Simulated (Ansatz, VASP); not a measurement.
## KBr in VASP and in Ansatz

POSCAR

```
KBr
1.0
    0.0000000000      3.3022478201      3.3022478201
    3.3022478201      0.0000000000      3.3022478201
    3.3022478201      3.3022478201      0.0000000000
K Br
1 1
Direct
    0.0000000000      0.0000000000      0.0000000000
    0.5000000000      0.5000000000      0.5000000000
```

Contents of INCAR.step1:

```
PREC = Accurate
ENCUT = 520
EDIFF = 1E-5
ISMEAR = 0
SIGMA = 0.01
LREAL = F
LASPH = T
NELM = 100
ALGO = Normal
ISIF = 2
LWAVE = T
LCHARG = F
GGA = PE
NBANDS = 15
```

The input INCAR.step2:

```
PREC = Accurate
ENCUT = 520
EDIFF = 1E-7
ISMEAR = 0
SIGMA = 0.01
LREAL = F
LASPH = T
NELM = 100
ALGO = Normal
ISIF = 2
LWAVE = F
LCHARG = F
METAGGA = R2SCAN
LHFCALC = T
AEXX = 0.5
LMIXTAU = T
PRECFOCK = Normal
ISTART = 1
NBANDS = 15
```

The input KPOINTS:

```
regular mesh
0
Gamma
  4 4 4
```

Input for Ansatz:

```yaml
crystal:
  lattice:
    - [0.0, 3.3022478201, 3.3022478201]
    - [3.3022478201, 0.0, 3.3022478201]
    - [3.3022478201, 3.3022478201, 0.0]
  atoms:
    - { symbol: K, position: [0.0, 0.0, 0.0] }
    - { symbol: Br, position: [0.5, 0.5, 0.5] }
kpoints:
  mp_grid: { grid: [4, 4, 4] }
hamiltonian:
  xc: r2scan50
scf:
  occupations: { method: fixed }
  n_extra_bands: 4
output:
  forces: true
  stress: true
  eigenvalues: true
```

Alike in both runs: task single point; functional r2SCAN50; k mesh 4 × 4 × 4; no spin polarisation.

|  | VASP | Ansatz |
| --- | --- | --- |
| version | VASP 6.6.1 | Ansatz 0.2.0 |
| potentials or method | VASP PAW PBE potentials, release 64 (K_sv, Br) | plane waves |
| plane-wave cutoff (eV) | 520 | 500 |
| occupations | gaussian, width 0.01 eV | fixed |
| valence electrons in the cell | 16 | 16 |

|  | VASP | Ansatz | Ansatz less VASP |
| --- | --- | --- | --- |
| gap on the k mesh at the Fermi level (eV) | 8.27 | 8.24 | -0.027 |
| pressure (GPa) | -0.2 | -0.2 | +0.09 |

VASP's potentials were made for PBE, not for r2SCAN50. Ansatz's warnings: stress exchange threshold loose, stress scf threshold loose.
